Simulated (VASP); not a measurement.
# Al2O3 in VASP: a series of runs

Al2O3 is run at these levels: PBE; tasks: single point.

Everything below comes from runs of VASP 6.6.1. Logs are shortened: lines on timing, memory, paths and dates and some standing lists are left out, and cuts for length are marked.

### Step 1. The cell of the first run

The cell holds an amorphous packing of atoms, 15 atoms: a = 5.145 Å, b = 5.502 Å, c = 5.292 Å, α = 90.12°, β = 90.88°, γ = 89.28°.

### Step 2. Single point, PBE

The input, INCAR:

```
  PREC = Accurate
  ENCUT = 520
  EDIFF = 1E-6
  ISMEAR = -1
  SIGMA = 0.1034
  LREAL = False
  LASPH = True
  NELM = 120
  ALGO = Normal
  ISIF = 2
  LWAVE = False
  LCHARG = True
  GGA = PE
  LELF = True
  LVHAR = True
  NBANDS = 49
  ISYM = 0
  GGA_COMPAT = False
```

The input, KPOINTS:

```
regular mesh
0
Gamma
  1 1 1
```

The input, POSCAR:

```
Al2O3
1.0
    5.1448540000      0.0333890000     -0.0401980000
    0.0333890000      5.5015840000     -0.0056400000
   -0.0401980000     -0.0056400000      5.2914940000
Al O
6 9
Direct
    0.7527233983      0.0907091215      0.5194207108
    0.5040092859      0.8436269242      0.9077578508
    0.9646734859      0.2242426897      0.9681696083
    0.4436468984      0.3931088119      0.0856517747
    0.9392851430      0.5709407460      0.6771746297
    0.2660752442      0.8410725834      0.3268535015
    0.1203235901      0.5266409232      0.0111278634
    0.7465987822      0.2287325820      0.2130673926
    0.6043770869      0.5465769074      0.7622899022
    1.0213159573      0.2642653580      0.6219474718
    0.4500858136     -0.0230458187      0.5800368613
    0.2659120018      0.0938736386      0.0892276506
    0.5150732976      0.6762803655      0.2187979685
    0.8365716731      0.9487959676      0.8209231112
    0.9700972831      0.7957551660      0.4444090893
```

Potentials or basis: VASP PAW PBE potentials, release 64 (Al, O).

Run with:

```sh
> cat potpaw_PBE.64/Al/POTCAR potpaw_PBE.64/O/POTCAR > POTCAR
> mpirun -np 1 vasp_gam > vasp.out
```

OUTCAR:

```text
PREC = Accurate
   ENCUT = 520
   EDIFF = 1E-6
   ISMEAR = -1
   LREAL = False
   LASPH = True
   NELM = 120
   ISIF = 2
   GGA = PE
   ISYM = 0

 ion  position               nearest neighbor table
   1  0.753  0.091  0.519-  11 1.72  10 1.77   8 1.79  14 1.82  15 2.00   3 2.70   2 2.80   5 2.94
                             6 3.03   5 3.12   6 3.14   3 3.22   4 3.23
   2  0.504  0.844  0.908-   9 1.88  14 1.88  13 1.89  11 1.90  12 2.08   6 2.55   4 2.68   1 2.80
                             5 2.96   4 3.18   3 3.19   6 3.29
   3  0.965  0.224  0.968-   8 1.73  12 1.81  14 1.83   7 1.87  10 1.87   5 2.45   1 2.70   4 2.71
                             4 2.90   2 3.19   6 3.21   1 3.22
   4  0.444  0.393  0.086-  13 1.75   7 1.85  12 1.89   8 1.91   9 2.10   2 2.68   3 2.71   3 2.90
                             6 2.92   2 3.18   1 3.23
   5  0.939  0.571  0.677-  15 1.76  10 1.76   9 1.79   7 2.00  14 2.27   3 2.45   1 2.94   6 2.94
                             2 2.96   1 3.12
   6  0.266  0.841  0.327-  13 1.67  15 1.68  11 1.80  12 1.88   7 2.52   2 2.55   4 2.92   5 2.94
                             1 3.03   1 3.14   3 3.21   2 3.29
   7  0.120  0.527  0.011-   4 1.85   3 1.87   5 2.00   6 2.52
   8  0.747  0.229  0.213-   3 1.73   1 1.79   4 1.91
   9  0.604  0.547  0.762-   5 1.79   2 1.88   4 2.10
  10  0.021  0.264  0.622-   5 1.76   1 1.77   3 1.87
  11  0.450  0.977  0.580-   1 1.72   6 1.80   2 1.90
  12  0.266  0.094  0.089-   3 1.81   6 1.88   4 1.89   2 2.08
  13  0.515  0.676  0.219-   6 1.67   4 1.75   2 1.89
  14  0.837  0.949  0.821-   1 1.82   3 1.83   2 1.88   5 2.27
  15  0.970  0.796  0.444-   6 1.68   5 1.76   1 2.00

IMPORTANT INFORMATION: All symmetrisations will be switched off!
NOSYMM: (Re-)initialisation of all symmetry stuff for point group C_1.

----------------------------------------------------------------------------------------

                                     Primitive cell

  volume of cell :     149.7600

  direct lattice vectors                    reciprocal lattice vectors
     5.144854000  0.033389000 -0.040198000     0.194388150 -0.001178225  0.001475457
     0.033389000  5.501584000 -0.005640000    -0.001178225  0.181773173  0.000184794
    -0.040198000 -0.005640000  5.291494000     0.001475457  0.000184794  0.188993950

  length of vectors
     5.145119375  5.501688209  5.291649690     0.194397320  0.181777086  0.188999800

  position of ions in fractional coordinates (direct lattice)
     0.752723398  0.090709121  0.519420711
     0.504009286  0.843626924  0.907757851
     0.964673486  0.224242690  0.968169608
     0.443646898  0.393108812  0.085651775
     0.939285143  0.570940746  0.677174630
     0.266075244  0.841072583  0.326853501
     0.120323590  0.526640923  0.011127863
     0.746598782  0.228732582  0.213067393
     0.604377087  0.546576907  0.762289902
     0.021315957  0.264265358  0.621947472
     0.450085814  0.976954181  0.580036861
     0.265912002  0.093873639  0.089227651
     0.515073298  0.676280365  0.218797968
     0.836571673  0.948795968  0.820923111
     0.970097283  0.795755166  0.444409089

  ion indices of the primitive-cell ions
   primitive index   ion index
                 1           1
                 2           2
                 3           3
                 4           4
                 5           5
                 6           6
                 7           7
                 8           8
                 9           9
                10          10
                11          11
                12          12
                13          13
                14          14
                15          15

----------------------------------------------------------------------------------------

 KPOINTS: regular mesh

Automatic generation of k-mesh.
 Grid dimensions read from file:
 generate k-points for:    1    1    1

 Generating k-lattice:

  Cartesian coordinates                     Fractional coordinates (reciprocal lattice)
     0.194388150 -0.001178225  0.001475457     1.000000000 -0.000000000  0.000000000
    -0.001178225  0.181773173  0.000184794    -0.000000000  1.000000000  0.000000000
     0.001475457  0.000184794  0.188993950     0.000000000  0.000000000  1.000000000

  Length of vectors
     0.194397320  0.181777086  0.188999800

  Shift w.r.t. Gamma in fractional coordinates (k-lattice)
     0.000000000  0.000000000  0.000000000

 Subroutine IBZKPT returns following result:
 ===========================================

 Found      1 irreducible k-points:

 Following reciprocal coordinates:
            Coordinates               Weight
  0.000000  0.000000  0.000000      1.000000
   k-points           NKPTS =      1   k-points in BZ     NKDIM =      1   number of bands    NBANDS=     49
   number of dos      NEDOS =    301   number of ions     NIONS =     15
   total plane-waves  NPLWV =  67200
   dimension x,y,z NGX =    40 NGY =   42 NGZ =   40
   dimension x,y,z NGXF=    80 NGYF=   84 NGZF=   80
   ions per type =               6   9
   NGX,Y,Z   is equivalent  to a cutoff of  12.92, 12.69, 12.57 a.u.
   NGXF,Y,Z  is equivalent  to a cutoff of  25.85, 25.38, 25.13 a.u.
 SYSTEM =  unknown system
   PREC   = accura    normal or accurate (medium, high low for compatibility)
   ISTART =      0    job   : 0-new  1-cont  2-samecut
   ICHARG =      2    charge: 1-file 2-atom 10-const
   ISPIN  =      1    spin polarized calculation?
   LNONCOLLINEAR =      F non collinear calculations
   LSORBIT =      F    spin-orbit coupling
   LASPH  =      T    aspherical Exc in radial PAW
   ENCUT  =  520.0 eV  38.22 Ry    6.18 a.u.   9.57 10.23  9.84*2*pi/ulx,y,z
   NELM   =    120;   NELMIN=  2; NELMDL= -5     # of ELM steps
   EDIFF  = 0.1E-05   stopping-criterion for ELM
   LREAL  =      F    real-space projection
   EDIFFG = 0.1E-04   stopping-criterion for IOM
   NSW    =      0    number of steps for IOM
   IBRION =     -1    ionic relax: 0-MD 1-quasi-New 2-CG
   NFREE  =      0    steps in history (QN), initial steepest desc. (CG)
   ISIF   =      2    stress and relaxation
   ISYM   =      0    0-nonsym 1-usesym 2-fastsym
   POTIM  = 0.5000    time-step for ionic-motion
   TEBEG  =    0.0;   TEEND  =   0.0 temperature during run
   PSTRESS=    0.0 pullay stress
   NELECT =      72.0000    total number of electrons
   NUPDOWN=      -1.0000    fix difference up-down
   EMIN   =  10.00;   EMAX   =-10.00  energy-range for DOS
   EFERMI =   0.00;   METHOD = LEGACY
   ISMEAR =    -1;   SIGMA  =   0.10  broadening in eV -4-tet -1-fermi 0-gaus
   EFERMI_NEDOS =   21; number of points for ismear=-14 and -15
   IALGO  =     38    algorithm
   IMIX   =      4    mixing-type and parameters
     AMIX     =   0.40;   BMIX     =  1.00
     AMIX_MAG =   1.60;   BMIX_MAG =  1.00
  volume/ion in A,a.u.               =       9.98        67.38
  Fermi-wavevector in a.u.,A,eV,Ry     =   1.282489  2.423553 22.378572  1.644779
  Thomas-Fermi vector in A             =   2.414798
   LORBIT       =      0    0 simple, 1 ext, 2 COOP (PROOUT), +10 PAW based schemes
   GGA     = PE    functional components
   LHFCALC =     F    Hartree Fock is set to
   AEXX    =    0.0000 exact exchange contribution
   IVDW    =     0    specifies the selected vdW correction
   LEPSILON=     F    determine dielectric tensor
   LRPA    =     F    only Hartree local field effects (RPA)
 non-spin polarized calculation
  energy-cutoff  :      520.00
  volume of cell :      149.76
 maximum number of plane-waves:      2013
 NGX is ok and might be reduce to    40
   NGX = 19   NGY = 21   NGZ = 19

 number of electron      72.0000001 magnetization

 Free energy of the ion-electron system (eV)
  ---------------------------------------------------
  ext. energy  EPLUGINS =         0.00000000
  ---------------------------------------------------
  free energy    TOTEN  =      -104.97000911 eV

  energy without entropy =     -104.97000793  energy(sigma->0) =     -104.97000852

 E-fermi :   6.6273     XC(G=0): -10.6489

 val. band max:        5.0137941745   @ k =   0.0000   0.0000   0.0000
 cond. band min:       8.2380201800   @ k =   0.0000   0.0000   0.0000
 fundamental gap:      3.2242260055
 Fermi energy:         6.6272548112

 k-point     1 :       0.0000    0.0000    0.0000
  band No.  band energies     occupation
      1     -14.5748      2.00000
      2     -13.3896      2.00000
      3     -13.2007      2.00000
      4     -12.6441      2.00000
      5     -12.4826      2.00000
      6     -12.1486      2.00000
[... 40 lines left out ...]
     47      15.4158      0.00000
     48      15.5244      0.00000
 [bands above 48 left out]

------------------------ aborting loop because EDIFF is reached ----------------------------------------

  FORCE on cell =-STRESS in cart. coord.  units (eV):
  Direction    XX          YY          ZZ          XY          YZ          ZX
  --------------------------------------------------------------------------------------
  -------------------------------------------------------------------------------------
  Total       14.7443761      9.0541800     12.1660506      3.5102443      5.5490709     -1.1265553
  in kB      157.7397636     96.8643375    130.1560638     37.5536476     59.3656272    -12.0522274
  external PRESSURE =     128.2533883 kB  Pullay stress =       0.0000000 kB

 VOLUME and BASIS-vectors are now :
 -----------------------------------------------------------------------------
  energy-cutoff  :      520.00
  volume of cell :      149.76
      direct lattice vectors                 reciprocal lattice vectors
     5.144854000  0.033389000 -0.040198000     0.194388150 -0.001178225  0.001475457
     0.033389000  5.501584000 -0.005640000    -0.001178225  0.181773173  0.000184794
    -0.040198000 -0.005640000  5.291494000     0.001475457  0.000184794  0.188993950

 POSITION                                       TOTAL-FORCE (eV/Angst)
 -----------------------------------------------------------------------------------
      3.85480      0.52125      2.71774         2.004530     -1.749782     -0.883677
      2.58473      4.65299      4.77838         2.094371      0.259681     -1.986463
      4.93167      1.26044      5.08302         1.185499     -1.726864     -0.451100
      2.29218      2.17705      0.43318         1.054991     -0.512419     -1.021669
      4.82433      3.16862      3.54229        -0.591075      2.256433      0.554936
      1.38386      4.63427      1.71410        -0.701154      2.466565      1.609832
      0.63618      2.90131      0.05108        -0.683478     -0.236990     -1.673830
      3.84021      1.28212      1.09614        -2.607922      0.925005      0.405476
      3.09704      3.02292      4.00627        -0.863654     -2.053486      1.441528
      0.09349      1.45108      3.28868         0.199095      2.851336      0.290506
      2.32493      5.38655      3.04566        -2.047091      0.184228      0.325907
      1.36763      0.52483      0.46093         1.619705     -1.430074     -0.214393
      2.66376      3.73658      1.13325         0.672297      0.456928     -1.363053
      4.30272      5.24318      4.30493        -1.282579     -0.439802      3.974265
      4.99971      4.40780      2.30810        -0.053534     -1.250760     -1.008264
 -----------------------------------------------------------------------------------
    total drift:                                0.000365     -0.001008     -0.000197

  FREE ENERGIE OF THE ION-ELECTRON SYSTEM (eV)
  ---------------------------------------------------
  free  energy   TOTEN  =      -104.9700091108 eV

  energy  without entropy=     -104.9700079292  energy(sigma->0) =     -104.97000852
```

It took 16 s on 1 thread of Intel Xeon Platinum 8488C (Sapphire Rapids), shared host; peak memory 0.22 GiB.

Results:

| Property | Result |
| --- | --- |
| Free energy | -104.9700 eV |
| Pressure | 12.8 GPa |
| Largest force | 4.199 eV/Å |
| Band gap on the k mesh | 3.22 eV |

Forces in eV/Å, atoms in the order of the input:
```
Al   2.005 -1.750 -0.884
Al   2.094  0.260 -1.986
Al   1.185 -1.727 -0.451
Al   1.055 -0.512 -1.022
Al  -0.591  2.256  0.555
Al  -0.701  2.467  1.610
O   -0.683 -0.237 -1.674
O   -2.608  0.925  0.405
O   -0.864 -2.053  1.442
O    0.199  2.851  0.291
O   -2.047  0.184  0.326
O    1.620 -1.430 -0.214
O    0.672  0.457 -1.363
O   -1.283 -0.440  3.974
O   -0.054 -1.251 -1.008
```

Levels at points of the mesh, in eV from the valence-band top:
| k point | band 32 | band 33 | band 34 | band 35 | band 36 | band 37 | band 38 | band 39 | band 40 | band 41 |
| --- | --- | --- | --- | --- | --- | --- | --- | --- | --- | --- |
| (0.00, 0.00, 0.00) | -0.96 | -0.85 | -0.55 | -0.40 | 0.00 | 3.22 | 6.26 | 6.88 | 7.39 | 7.76 |

Caveat: the k points lie up to 1.22 Å⁻¹ apart.

### Step 3. Single point, PBE

The input, INCAR:

```
  PREC = Accurate
  ENCUT = 520
  EDIFF = 1E-6
  ISMEAR = -1
  SIGMA = 0.1034
  LREAL = F
  LASPH = T
  NELM = 120
  ALGO = Normal
  ISIF = 2
  LWAVE = F
  LCHARG = T
  GGA = PE
  LELF = T
  LVHAR = T
  ISYM = 0
  NBANDS = 49
  GGA_COMPAT = F
```

The input, KPOINTS:

```
Automatic mesh
0
Gamma
  1 1 1
```

The input, POSCAR:

```
Al2O3
1.0
    5.1448540000      0.0333890000     -0.0401980000
    0.0333890000      5.5015840000     -0.0056400000
   -0.0401980000     -0.0056400000      5.2914940000
Al O
6 9
Direct
    0.7706711779      0.0266072245      0.4698263864
    0.5323178691      0.8277663661      0.8839994368
    0.9742727889      0.1445255403      0.9429777189
    0.4332720714      0.3698752550      0.0294869024
    0.9293137324      0.5517826333      0.6523693701
    0.2638334960      0.8356775583      0.3179823695
    0.1060836679      0.4547292603     -0.0457003212
    0.6748698052      0.1453821588      0.1463451290
    0.5877575221      0.4838217341      0.7550615065
    0.9714759438      0.2412205193      0.6073687079
    0.4474675751     -0.0334800792      0.5700402332
    0.2653908668      0.0247181188      0.0278266577
    0.4978269599      0.6750469197      0.1688434141
    0.8451815275      0.8477944809      0.8027158621
    0.9348871732      0.7421595800      0.4073082904
```

Potentials or basis: VASP PAW PBE potentials, release 64 (Al, O).

Run with:

```sh
> cat potpaw_PBE.64/Al/POTCAR potpaw_PBE.64/O/POTCAR > POTCAR
> mpirun -np 1 vasp_gam > vasp.out
```

OUTCAR:

```text
PREC = Accurate
   ENCUT = 520
   EDIFF = 1E-6
   ISMEAR = -1
   LREAL = F
   LASPH = T
   NELM = 120
   ISIF = 2
   GGA = PE
   ISYM = 0

 ion  position               nearest neighbor table
   1  0.771  0.027  0.470-  10 1.73  11 1.79  15 1.80   8 1.89  14 2.05   2 2.76   3 2.78   6 2.86
                             5 2.89   6 2.92   3 3.07   5 3.16
   2  0.532  0.828  0.884-  14 1.68  13 1.74  11 1.87  12 1.91   9 2.03   8 2.35   4 2.69   6 2.70
[... 237 lines left out ...]
  energy-cutoff  :      520.00
  volume of cell :      149.76
      direct lattice vectors                 reciprocal lattice vectors
     5.144854000  0.033389000 -0.040198000     0.194388150 -0.001178225  0.001475457
     0.033389000  5.501584000 -0.005640000    -0.001178225  0.181773173  0.000184794
    -0.040198000 -0.005640000  5.291494000     0.001475457  0.000184794  0.188993950

 POSITION                                       TOTAL-FORCE (eV/Angst)
 -----------------------------------------------------------------------------------
      3.94699      0.16946      2.45495        -1.480175     -0.183686     -0.152279
      2.73080      4.56681      4.65161        -1.785546     -0.793253     -0.815147
      4.97941      0.82233      4.94978        -2.176466      0.857747     -1.918470
      2.24029      2.04920      0.13653         0.687260      0.676484     -0.632605
      4.77338      3.06303      3.41154        -2.108022     -1.262621      4.243634
      1.37250      4.60457      1.66728        -0.600488      0.379298      0.544660
      0.52261      2.49989      5.04284        -0.130570     -0.028557      1.348533
      3.47108      0.82154      0.74644         2.860663      0.999459      0.875736
      3.00973      2.67715      3.96905        -0.464308      0.603900     -0.764507
      4.98174      1.35611      3.17348         0.187197     -1.458833     -2.178756
      2.31151      5.32912      2.99293        -0.728414     -0.257311     -0.276894
      1.36510      0.14469      0.13644        -0.311902     -0.340903      1.365056
      2.57700      3.72950      0.86961        -0.161676     -2.954434      1.130542
      4.34438      4.68790      4.20881         2.242213      2.769600      1.693054
      4.81827      4.11197      2.11350         3.970233      0.993108     -4.462558
 -----------------------------------------------------------------------------------
    total drift:                                0.001098     -0.001262      0.000111

  FREE ENERGIE OF THE ION-ELECTRON SYSTEM (eV)
  ---------------------------------------------------
  free  energy   TOTEN  =      -105.2810209848 eV

  energy  without entropy=     -105.2810199927  energy(sigma->0) =     -105.28102049
```

OSZICAR:

```text
N       E                     dE             d eps       ncg     rms          rms(c)
DAV:   1     0.623275434686E+03    0.62328E+03   -0.43315E+04    98   0.145E+03
DAV:   2    -0.802844821172E+02   -0.70356E+03   -0.68220E+03   139   0.350E+02
DAV:   3    -0.121983893598E+03   -0.41699E+02   -0.41469E+02   116   0.918E+01
DAV:   4    -0.122556616541E+03   -0.57272E+00   -0.57205E+00   124   0.118E+01
DAV:   5    -0.122563721720E+03   -0.71052E-02   -0.71043E-02   116   0.134E+00    0.243E+01
DAV:   6    -0.105553520890E+03    0.17010E+02   -0.60489E+01   116   0.350E+01    0.865E+00
DAV:   7    -0.105347400840E+03    0.20612E+00   -0.17110E+00   124   0.637E+00    0.457E+00
DAV:   8    -0.105265885581E+03    0.81515E-01   -0.28780E-01   124   0.334E+00    0.123E+00
DAV:   9    -0.105276865741E+03   -0.10980E-01   -0.58693E-02   116   0.139E+00    0.416E-01
DAV:  10    -0.105279931080E+03   -0.30653E-02   -0.77396E-03   116   0.469E-01    0.243E-01
DAV:  11    -0.105280684674E+03   -0.75359E-03   -0.12121E-03   116   0.243E-01    0.107E-01
DAV:  12    -0.105280981660E+03   -0.29699E-03   -0.44489E-04   124   0.110E-01    0.314E-02
DAV:  13    -0.105281006351E+03   -0.24691E-04   -0.63033E-05   116   0.551E-02    0.135E-02
DAV:  14    -0.105281018805E+03   -0.12454E-04   -0.25400E-05   116   0.248E-02    0.827E-03
DAV:  15    -0.105281020419E+03   -0.16134E-05   -0.80376E-06   116   0.210E-02    0.295E-03
DAV:  16    -0.105281020985E+03   -0.56592E-06   -0.22789E-06   100   0.906E-03
   1 F= -.10528102E+03 E0= -.10528102E+03  d E =-.992109E-06
```

It took 16 s on 1 thread of Intel Xeon Platinum 8488C (Sapphire Rapids), shared host; peak memory 0.22 GiB.

What came out:

```yaml
Free_energy: -105.2810 eV
Pressure: 17.4 GPa
Largest_force: 6.055 eV/Å
Band_gap_on_the_k_mesh: 3.29 eV
```

Forces in eV/Å, atoms in the order of the input:
```
Al  -1.480 -0.184 -0.152
Al  -1.786 -0.793 -0.815
Al  -2.176  0.858 -1.918
Al   0.687  0.676 -0.633
Al  -2.108 -1.263  4.244
Al  -0.600  0.379  0.545
O   -0.131 -0.029  1.349
O    2.861  0.999  0.876
O   -0.464  0.604 -0.765
O    0.187 -1.459 -2.179
O   -0.728 -0.257 -0.277
O   -0.312 -0.341  1.365
O   -0.162 -2.954  1.131
O    2.242  2.770  1.693
O    3.970  0.993 -4.463
```

Caveat: the k points lie up to 1.22 Å⁻¹ apart.
